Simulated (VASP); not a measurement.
# Zr2NbC2 (P6/mmm) in VASP: notebook

Runs on Zr2NbC2. Level: PBE. Tasks: relaxation of cell and atoms, single point.

Program: VASP 6.6.1. These are calculated values, not measurements. Logs are shortened: lines on timing, memory, paths and dates and some standing lists are left out, and cuts for length are marked.

## Step 1: The cell of the first run

It takes space group P6/mmm (No. 191, hexagonal). The conventional cell has a = 3.832 Å, b = 3.832 Å, c = 7.107 Å, α = 90.00°, β = 90.00°, γ = 120.00°. Zr (site symmetry -6m2) has 3 Zr at 2.21 Å and 3 Nb at 2.21 Å within 2.9 Å. Nb (site symmetry 6/mmm) has 6 Zr at 2.21 Å within 2.9 Å. Within 2.9 Å of C (site symmetry -6m2) lie 3 C at 2.21 Å.

The cell was built from a structure type or drawn by symmetry, and may not be a known phase.

## Step 2: Relaxation of cell and atoms, PBE

Contents of INCAR:

```
SYSTEM = Zr2NbC2
ALGO = Normal
EDIFF = 1E-7
EDIFFG = -0.04
ENCUT = 600
GGA = PE
IBRION = 2
ISIF = 3
ISMEAR = 0
LASPH = .True.
LCHARG = .False.
LREAL = .False.
LWAVE = .False.
NELM = 100
NSW = 90
PREC = Accurate
SIGMA = 0.1
```

Contents of KPOINTS:

```
k-points
0
Gamma
  6 6 4
  0 0 0
```

Contents of POSCAR:

```
Zr2NbC2
1.0
    3.8322355900      0.0000000000      0.0000000000
   -1.9161177900      3.3188133700      0.0000000000
    0.0000000000      0.0000000000      7.1067572800
Zr Nb C
2 1 2
Direct
    0.3333333300      0.6666666700      0.5000000000
    0.6666666700      0.3333333300      0.5000000000
    0.0000000000      0.0000000000      0.5000000000
    0.3333333300      0.6666666700      0.0000000000
    0.6666666700      0.3333333300      0.0000000000
```

Potentials or basis: VASP PAW PBE potentials, release 64 (Zr_sv, Nb_sv, C).

Started as:

```
> cat potpaw_PBE.64/Zr_sv/POTCAR potpaw_PBE.64/Nb_sv/POTCAR potpaw_PBE.64/C/POTCAR > POTCAR
> mpirun -np 1 vasp_std > vasp.out
```

OUTCAR:

```text
SYSTEM = Zr2NbC2
   EDIFF = 1E-7
   EDIFFG = -0.04
   ENCUT = 600
   GGA = PE
   IBRION = 2
   ISIF = 3
   ISMEAR = 0
   LASPH = .True.
   LREAL = .False.
   NELM = 100
   NSW = 90
   PREC = Accurate

 ion  position               nearest neighbor table
   1  0.333  0.667  0.500-   2 2.21   3 2.21   2 2.21   3 2.21   3 2.21   2 2.21
   2  0.667  0.333  0.500-   1 2.21   3 2.21   1 2.21   3 2.21   3 2.21   1 2.21
   3  0.000  0.000  0.500-   1 2.21   2 2.21   1 2.21   2 2.21   2 2.21   1 2.21
   4  0.333  0.667  0.000-
   5  0.667  0.333  0.000-

  LATTYP: Found a hexagonal cell.
 ALAT       =     3.8322355900
 C/A-ratio  =     1.8544677416

  Lattice vectors:

 A1 = (   3.8322355900,   0.0000000000,   0.0000000000)
 A2 = (  -1.9161177900,   3.3188133700,   0.0000000000)
 A3 = (   0.0000000000,   0.0000000000,   7.1067572800)

Analysis of symmetry for initial positions (statically):
=====================================================================
 Subroutine PRICEL returns:
 Original cell was already a primitive cell.

 Routine SETGRP: Setting up the symmetry group for a
 hexagonal supercell.

 Subroutine GETGRP returns: Found 24 space group operations
 (whereof 24 operations were pure point group operations)
 out of a pool of 24 trial point group operations.

The static configuration has the point symmetry D_6h.

Analysis of symmetry for dynamics (positions and initial velocities):
=====================================================================
 Subroutine PRICEL returns:
 Original cell was already a primitive cell.

 Routine SETGRP: Setting up the symmetry group for a
 hexagonal supercell.

 Subroutine GETGRP returns: Found 24 space group operations
 (whereof 24 operations were pure point group operations)
 out of a pool of 24 trial point group operations.

The dynamic configuration has the point symmetry D_6h.

 Subroutine INISYM returns: Found 24 space group operations
 (whereof 24 operations are pure point group operations),
 and found     1 'primitive' translations

----------------------------------------------------------------------------------------

                                     Primitive cell

  volume of cell :      90.3871

  direct lattice vectors                    reciprocal lattice vectors
     3.832235590  0.000000000  0.000000000     0.260944291  0.150656257  0.000000000
    -1.916117790  3.318813370  0.000000000     0.000000000  0.301312514  0.000000000
     0.000000000  0.000000000  7.106757280     0.000000000  0.000000000  0.140711151

  length of vectors
     3.832235590  3.832235584  7.106757280     0.301312514  0.301312514  0.140711151

  position of ions in fractional coordinates (direct lattice)
     0.333333330  0.666666670  0.500000000
     0.666666670  0.333333330  0.500000000
     0.000000000  0.000000000  0.500000000
     0.333333330  0.666666670  0.000000000
     0.666666670  0.333333330  0.000000000

  ion indices of the primitive-cell ions
   primitive index   ion index
                 1           1
                 2           2
                 3           3
                 4           4
                 5           5

----------------------------------------------------------------------------------------

 KPOINTS: k-points

Automatic generation of k-mesh.
 Grid dimensions read from file:
 generate k-points for:    6    6    4

 Generating k-lattice:

  Cartesian coordinates                     Fractional coordinates (reciprocal lattice)
     0.043490715  0.025109376  0.000000000     0.166666667 -0.000000000  0.000000000
     0.000000000  0.050218752  0.000000000     0.000000000  0.166666667  0.000000000
     0.000000000  0.000000000  0.035177788     0.000000000  0.000000000  0.250000000

  Length of vectors
     0.050218752  0.050218752  0.035177788

  Shift w.r.t. Gamma in fractional coordinates (k-lattice)
     0.000000000  0.000000000  0.000000000

 Subroutine IBZKPT returns following result:
 ===========================================

 Found     21 irreducible k-points:

 Following reciprocal coordinates:
            Coordinates               Weight
  0.000000  0.000000  0.000000      1.000000
  0.166667  0.000000  0.000000      6.000000
  0.333333  0.000000  0.000000      6.000000
  0.500000  0.000000  0.000000      3.000000
  0.166667  0.166667  0.000000      6.000000
  0.333333  0.166667  0.000000     12.000000
[... 13 lines left out ...]
  0.333333  0.166667  0.500000     12.000000
  0.333333  0.333333  0.500000      2.000000
   k-points           NKPTS =     21   k-points in BZ     NKDIM =     21   number of bands    NBANDS=     27
   number of dos      NEDOS =    301   number of ions     NIONS =      5
   total plane-waves  NPLWV =  61440
   dimension x,y,z NGX =    32 NGY =   32 NGZ =   60
   dimension x,y,z NGXF=    64 NGYF=   64 NGZF=  120
   ions per type =               2   1   2
   NGX,Y,Z   is equivalent  to a cutoff of  13.88, 13.88, 14.04 a.u.
   NGXF,Y,Z  is equivalent  to a cutoff of  27.76, 27.76, 28.07 a.u.
 SYSTEM =  Zr2NbC2
   PREC   = accura    normal or accurate (medium, high low for compatibility)
   ISTART =      0    job   : 0-new  1-cont  2-samecut
   ICHARG =      2    charge: 1-file 2-atom 10-const
   ISPIN  =      1    spin polarized calculation?
   LNONCOLLINEAR =      F non collinear calculations
   LSORBIT =      F    spin-orbit coupling
   LASPH  =      T    aspherical Exc in radial PAW
   ENCUT  =  600.0 eV  44.10 Ry    6.64 a.u.   7.65  7.65 14.19*2*pi/ulx,y,z
   NELM   =    100;   NELMIN=  2; NELMDL= -5     # of ELM steps
   EDIFF  = 0.1E-06   stopping-criterion for ELM
   LREAL  =      F    real-space projection
   EDIFFG = -.4E-01   stopping-criterion for IOM
   NSW    =     90    number of steps for IOM
   IBRION =      2    ionic relax: 0-MD 1-quasi-New 2-CG
   NFREE  =      1    steps in history (QN), initial steepest desc. (CG)
   ISIF   =      3    stress and relaxation
   ISYM   =      2    0-nonsym 1-usesym 2-fastsym
   POTIM  = 0.5000    time-step for ionic-motion
   TEBEG  =    0.0;   TEEND  =   0.0 temperature during run
   PSTRESS=    0.0 pullay stress
   NELECT =      45.0000    total number of electrons
   NUPDOWN=      -1.0000    fix difference up-down
   EMIN   =  10.00;   EMAX   =-10.00  energy-range for DOS
   EFERMI =   0.00;   METHOD = LEGACY
   ISMEAR =     0;   SIGMA  =   0.10  broadening in eV -4-tet -1-fermi 0-gaus
   EFERMI_NEDOS =   21; number of points for ismear=-14 and -15
   IALGO  =     38    algorithm
   IMIX   =      4    mixing-type and parameters
     AMIX     =   0.40;   BMIX     =  1.00
     AMIX_MAG =   1.60;   BMIX_MAG =  1.00
  volume/ion in A,a.u.               =      18.08       121.99
  Fermi-wavevector in a.u.,A,eV,Ry     =   1.297508  2.451935 22.905788  1.683528
  Thomas-Fermi vector in A             =   2.428896
   LORBIT       =      0    0 simple, 1 ext, 2 COOP (PROOUT), +10 PAW based schemes
   GGA     = PE    functional components
   LHFCALC =     F    Hartree Fock is set to
   AEXX    =    0.0000 exact exchange contribution
   IVDW    =     0    specifies the selected vdW correction
   LEPSILON=     F    determine dielectric tensor
   LRPA    =     F    only Hartree local field effects (RPA)
 conjugate gradient relaxation of ions
 non-spin polarized calculation
 Gauss-broadening in eV      SIGMA  =   0.10
  energy-cutoff  :      600.00
  volume of cell :       90.39
 maximum number of plane-waves:      3076
 NGX is ok and might be reduce to    32
   NGX = 15   NGY = 15   NGZ = 29

--------------------------------------- Ionic step        1  -------------------------------------------

 number of electron      45.0000000 magnetization

 Free energy of the ion-electron system (eV)
  ---------------------------------------------------
  ext. energy  EPLUGINS =         0.00000000
  ---------------------------------------------------
  free energy    TOTEN  =       -17.84592531 eV

  energy without entropy =      -17.81295754  energy(sigma->0) =      -17.82944142

------------------------ aborting loop because EDIFF is reached ----------------------------------------

  FORCE on cell =-STRESS in cart. coord.  units (eV):
  Direction    XX          YY          ZZ          XY          YZ          ZX
  --------------------------------------------------------------------------------------
  -------------------------------------------------------------------------------------
  Total       60.1783985     60.1783983     -6.2473654      0.0000001      0.0000000      0.0000000
  in kB     1066.7058924   1066.7058897   -110.7390960      0.0000016      0.0000000      0.0000000
  external PRESSURE =     674.2242287 kB  Pullay stress =       0.0000000 kB
[... 98 lines left out ...]
  FREE ENERGIE OF THE ION-ELECTRON SYSTEM (eV)
  ---------------------------------------------------
  free  energy   TOTEN  =       -28.2033101962 eV

  energy  without entropy=      -28.1662570341  energy(sigma->0) =      -28.18478362

 E-fermi :   3.0508     XC(G=0):  -8.7328

 val. band max:        3.0466987802   @ k =   0.1667   0.1667   0.2500
 cond. band min:       3.0849802771   @ k =   0.5000   0.0000   0.2500
 fundamental gap:      0.0382814969
 Fermi energy:         3.0507788032

 k-point     1 :       0.0000    0.0000    0.0000
  band No.  band energies     occupation
      1     -51.4909      2.00000
      2     -45.5566      2.00000
      3     -45.1770      2.00000
      4     -27.7372      2.00000
      5     -27.7372      2.00000
      6     -27.7043      2.00000
[... 619 lines left out ...]
     26       4.1426      0.00000
     27       5.4400      0.00000

 E-fermi :   3.9345     XC(G=0):  -9.2310

 val. band max:        3.9002734529   @ k =   0.3333   0.1667   0.2500
 cond. band min:       3.9393200572   @ k =   0.0000   0.0000   0.0000
 fundamental gap:      0.0390466043
 Fermi energy:         3.9345046059

 k-point     1 :       0.0000    0.0000    0.0000
  band No.  band energies     occupation
      1     -50.7361      2.00000
      2     -44.7478      2.00000
      3     -44.3857      2.00000
      4     -26.9653      2.00000
      5     -26.9554      2.00000
      6     -26.9554      2.00000
[... 619 lines left out ...]
     26       5.0789      0.00000
     27       6.2036      0.00000

[... ionic steps 4 to 9 ...]

--------------------------------------- Ionic step       10  -------------------------------------------

 number of electron      45.0000003 magnetization

------------------------ aborting loop because EDIFF is reached ----------------------------------------

  FORCE on cell =-STRESS in cart. coord.  units (eV):
  Direction    XX          YY          ZZ          XY          YZ          ZX
  --------------------------------------------------------------------------------------
  -------------------------------------------------------------------------------------
  Total       -1.8953274     -1.8953274     -4.9184442     -0.0000000     -0.0000000     -0.0000000
  in kB      -29.2651479    -29.2651478    -75.9441347     -0.0000001     -0.0000000     -0.0000000
  external PRESSURE =     -44.8248101 kB  Pullay stress =       0.0000000 kB
[... 63 lines left out ...]
  energy  without entropy=      -35.6350693637  energy(sigma->0) =      -35.64879612

--------------------------------------- Ionic step       12  -------------------------------------------

 number of electron      45.0000001 magnetization

 Free energy of the ion-electron system (eV)
  ---------------------------------------------------
  ext. energy  EPLUGINS =         0.00000000
  ---------------------------------------------------
  free energy    TOTEN  =       -35.66671093 eV

  energy without entropy =      -35.64045667  energy(sigma->0) =      -35.65358380

 E-fermi :   6.1330     XC(G=0): -10.3651

 val. band max:        6.1198973091   @ k =   0.5000   0.0000   0.2500
 cond. band min:       6.1353101969   @ k =   0.3333   0.0000   0.0000
 fundamental gap:      0.0154128878
 Fermi energy:         6.1330475015

 k-point     1 :       0.0000    0.0000    0.0000
  band No.  band energies     occupation
      1     -49.0448      2.00000
      2     -42.0580      2.00000
      3     -41.8714      2.00000
      4     -25.3098      2.00000
      5     -25.0524      2.00000
      6     -25.0524      2.00000
[... 651 lines left out ...]
  FREE ENERGIE OF THE ION-ELECTRON SYSTEM (eV)
  ---------------------------------------------------
  free  energy   TOTEN  =       -35.6667109264 eV

  energy  without entropy=      -35.6404566675  energy(sigma->0) =      -35.65358380

 reached required accuracy - stopping structural energy minimisation
```

Run time: 6.9 min. Hardware: 1 thread of Intel Xeon 6975P-C (Granite Rapids), shared host; peak memory 0.29 GiB.

Results:

```
Free energy                           : -35.6667 eV
Relaxed volume                        : 19.78 Å³/atom
Relaxed cell                          : a = 5.106 Å, b = 5.106 Å, c = 4.382 Å, α = 90.00°, β = 90.00°, γ = 120.00°
Space group after relaxing (to 0.1 Å) : P6/mmm (No. 191)
Energy gained by relaxing             : 3564.2 meV/atom
Ionic steps                           : 12
Pressure after relaxing               : 0.0 GPa
Band gap on the k mesh                : zero (an odd number of electrons rules out a gap without spin polarisation)
```

The path:
| step | energy change (eV) | largest force (eV/Å) | pressure (GPa) | volume (Å³) |
| --- | --- | --- | --- | --- |
| 1 | 0.0000 | 0.0000 | 67.42 | 90.39 |
| 2 | -5.4632 | 0.0000 | -15.32 | 212.21 |
| 3 | -10.3574 | 0.0000 | -6.98 | 140.89 |
| 4 | -10.3840 | 0.0000 | -6.24 | 138.83 |
| 5 | -10.3943 | 0.0000 | -5.05 | 135.97 |
| 6 | -11.9269 | 0.0000 | -6.60 | 123.23 |
| 7 | -17.4869 | 0.0000 | 8.59 | 89.57 |
| 8 | -16.9835 | 0.0000 | 11.54 | 94.40 |
| 9 | -17.6418 | 0.0000 | 8.19 | 91.33 |
| 10 | -17.7382 | 0.0000 | -4.48 | 103.76 |
| 11 | -17.8166 | 0.0000 | 0.02 | 98.52 |
| 12 | -17.8208 | 0.0000 | -0.01 | 98.92 |

Final structure:
```
CELL_PARAMETERS angstrom
5.10569 0.00000 0.00000
-2.55285 4.42166 0.00000
0.00000 0.00000 4.38191
ATOMIC_POSITIONS crystal
Zr 0.33333 0.66667 0.50000
Zr 0.66667 0.33333 0.50000
Nb 0.00000 0.00000 0.50000
C 0.33333 0.66667 0.00000
C 0.66667 0.33333 0.00000
```

Levels at points of the mesh, in eV from the Fermi level:
```tsv
k point	band 21	band 22	band 23	band 24	band 25	band 26
(0.00, 0.00, 0.00)	-0.07	-0.07	-0.05	0.58	0.58	0.82
(0.50, 0.00, 0.00)	-0.74	-0.57	-0.23	0.05	1.38	1.49
(0.00, 0.00, 0.50)	-1.48	-0.08	-0.08	0.48	0.48	1.38
(0.50, 0.00, 0.50)	-0.90	-0.86	-0.80	-0.15	0.47	1.02
```

Caveat: a cell axis changed by over 15 % at a fixed basis, so the end point is rough.

[end of part 1 of 2]
